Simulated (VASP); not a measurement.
# ZnO (P6_3mc) in VASP: further runs, part 3 of 3

VASP 6.6.1. Earlier steps stand in the parts before.

## 5. Electric field gradients, LDA (volume scaled by 0.99)

INCAR

```
PREC     = Accurate       # precision mode
ENCUT    = 520            # plane-wave cutoff, eV
EDIFF    = 1E-8           # SCF threshold, eV
ISMEAR   = -1             # smearing method
SIGMA    = 0.01           # smearing width, eV
LREAL    = False          # projectors in reciprocal space
LASPH    = True           # aspherical terms in the spheres
NELM     = 60             # most SCF steps
ALGO     = Normal         # electronic algorithm
ISIF     = 2              # what is computed and relaxed
LWAVE    = False          # write WAVECAR
LCHARG   = False          # write CHGCAR
GGA      = CA             # functional
LEFG     = True         
NBANDS   = 26             # bands
```

KPOINTS

```
Automatic mesh
0
Gamma
  8 8 5
```

POSCAR

```
ZnO
1.0
    3.2385310885      0.0000000000      0.0000000000
   -1.6192655442      2.8046501935      0.0000000000
    0.0000000000      0.0000000000      5.1863958566
Zn O
2 2
Direct
    0.3333333333      0.6666666667      0.0000000000
    0.6666666667      0.3333333333      0.5000000000
    0.3333333333      0.6666666667      0.3821000000
    0.6666666667      0.3333333333      0.8821000000
```

Potentials or basis: VASP PAW LDA potentials, release 64 (Zn, O).

Command:

```console
> cat potpaw_LDA.64/Zn/POTCAR potpaw_LDA.64/O/POTCAR > POTCAR
> mpirun -np 1 vasp_std > vasp.out
```

OUTCAR:

```text
PREC = Accurate
   ENCUT = 520
   EDIFF = 1E-8
   ISMEAR = -1
   LREAL = False
   LASPH = True
   NELM = 60
   ISIF = 2
   GGA = CA

 ion  position               nearest neighbor table
   1  0.333  0.667  0.000-   4 1.97   4 1.97   4 1.97   3 1.98
   2  0.667  0.333  0.500-   3 1.97   3 1.97   3 1.97   4 1.98
   3  0.333  0.667  0.382-   2 1.97   2 1.97   2 1.97   1 1.98
   4  0.667  0.333  0.882-   1 1.97   1 1.97   1 1.97   2 1.98

  LATTYP: Found a hexagonal cell.
 ALAT       =     3.2385310885
 C/A-ratio  =     1.6014655147

  Lattice vectors:

 A1 = (   3.2385310885,   0.0000000000,   0.0000000000)
 A2 = (  -1.6192655442,   2.8046501935,   0.0000000000)
[... 922 lines left out ...]
 ion       V_xx      V_yy      V_zz      V_xy      V_xz      V_yz
---------------------------------------------------------------------
   1      -3.956    -3.958     7.914    -0.002     0.000    -0.000
   2      -3.956    -3.958     7.914    -0.002    -0.000     0.000
   3       1.740     1.736    -3.476    -0.004     0.000    -0.000
   4       1.740     1.736    -3.476    -0.004    -0.000     0.000
---------------------------------------------------------------------

 Electric field gradients after diagonalization (V/A^2)
 (convention: |V_zz| > |V_xx| > |V_yy|)
----------------------------------------------------------------------
 ion       V_xx      V_yy      V_zz     asymmetry (V_yy - V_xx)/ V_zz
----------------------------------------------------------------------
   1      -3.959    -3.955     7.914       0.001
   2      -3.959    -3.955     7.914       0.001
   3       1.742     1.734    -3.476       0.002
   4       1.742     1.734    -3.476       0.002
----------------------------------------------------------------------

           NMR quadrupolar parameters

 Cq : quadrupolar parameter    Cq=e*Q*V_zz/h
 eta: asymmetry parameters     (V_yy - V_xx)/ V_zz
 Q  : nuclear electric quadrupole moment in mb (millibarn)
----------------------------------------------------------------------
 ion       Cq(MHz)       eta       Q (mb)
----------------------------------------------------------------------
   1       0.019       0.001       1.000
   2       0.019       0.001       1.000
   3      -0.008       0.002       1.000
   4      -0.008       0.002       1.000
----------------------------------------------------------------------
```

OSZICAR:

```text
N       E                     dE             d eps       ncg     rms          rms(c)
DAV:   1     0.286806569180E+03    0.28681E+03   -0.18246E+04  1584   0.203E+03
DAV:   2     0.638684013396E+01   -0.28042E+03   -0.26407E+03  1626   0.407E+02
DAV:   3    -0.236195607926E+02   -0.30006E+02   -0.29610E+02  1748   0.137E+02
DAV:   4    -0.241927149938E+02   -0.57315E+00   -0.57153E+00  1688   0.192E+01
DAV:   5    -0.241957367690E+02   -0.30218E-02   -0.30215E-02  1760   0.146E+00    0.147E+01
DAV:   6    -0.210416458630E+02    0.31541E+01   -0.60533E+00  2410   0.614E+01    0.927E+00
DAV:   7    -0.212048820180E+02   -0.16324E+00   -0.27296E+00  1620   0.166E+01    0.551E+00
DAV:   8    -0.211893494203E+02    0.15533E-01   -0.58300E-01  2060   0.718E+00    0.168E+00
DAV:   9    -0.211354240849E+02    0.53925E-01   -0.10633E-01  2260   0.666E+00    0.333E-01
DAV:  10    -0.211374963354E+02   -0.20723E-02   -0.35770E-02  1590   0.134E+00    0.818E-02
DAV:  11    -0.211374813150E+02    0.15020E-04   -0.51827E-04  1864   0.481E-01    0.283E-02
DAV:  12    -0.211374679108E+02    0.13404E-04   -0.11183E-04  1992   0.344E-01    0.750E-03
DAV:  13    -0.211374697338E+02   -0.18231E-05   -0.12736E-05  2348   0.549E-02    0.918E-03
DAV:  14    -0.211374685826E+02    0.11512E-05   -0.37946E-06  1690   0.173E-02    0.147E-03
DAV:  15    -0.211374685944E+02   -0.11780E-07   -0.19341E-07  1678   0.614E-03    0.124E-03
DAV:  16    -0.211374685731E+02    0.21279E-07   -0.58599E-08  1700   0.288E-03    0.289E-04
DAV:  17    -0.211374685699E+02    0.32333E-08   -0.44480E-09   806   0.815E-04
   1 F= -.21137469E+02 E0= -.21137469E+02  d E =-.148694E-13
```

stdout:

```text
POSCAR found type information on POSCAR ZnO
 POSCAR found :  2 types and       4 ions
 scaLAPACK will be used
 LDA part: xc-table for (Slater(with rela. corr.)+CA(PZ))
 , standard interpolation
 POSCAR, INCAR and KPOINTS ok, starting setup
 FFT: planning ... GRIDC
 FFT: planning ... GRID_SOFT
 FFT: planning ... GRID
 WAVECAR not read
 entering main loop
ion   1

ion   2

ion   3

ion   4
```

It took 41 s on 1 thread of Intel Xeon Platinum 8488C (Sapphire Rapids), shared host; peak memory 0.15 GiB.

Results:

```yaml
Free_energy: -21.1375 eV
Pressure: -4.6 GPa
Largest_force: 0.041 eV/Å
Band_gap_on_the_k_mesh: 0.76 eV, direct
```

Forces on the atoms (eV/Å):
```
Zn   0.000  0.000  0.041
Zn   0.000  0.000  0.041
O    0.000  0.000 -0.041
O    0.000  0.000 -0.041
```

Stress tensor (GPa, compression positive):
```
-4.81  0.00  0.00
 0.00 -4.81  0.00
 0.00  0.00 -4.25
```

Electric field gradients, principal values (V/Å²):
```tsv
atom	least	middle	greatest (by size)
1 Zn	-3.955	-3.959	7.914
2 Zn	-3.955	-3.959	7.914
3 O	1.734	1.742	-3.476
4 O	1.734	1.742	-3.476
```

Caveat: without QUAD_EFG the Cq values of the log hold for a quadrupole moment of 1 mb, not for the nuclei.
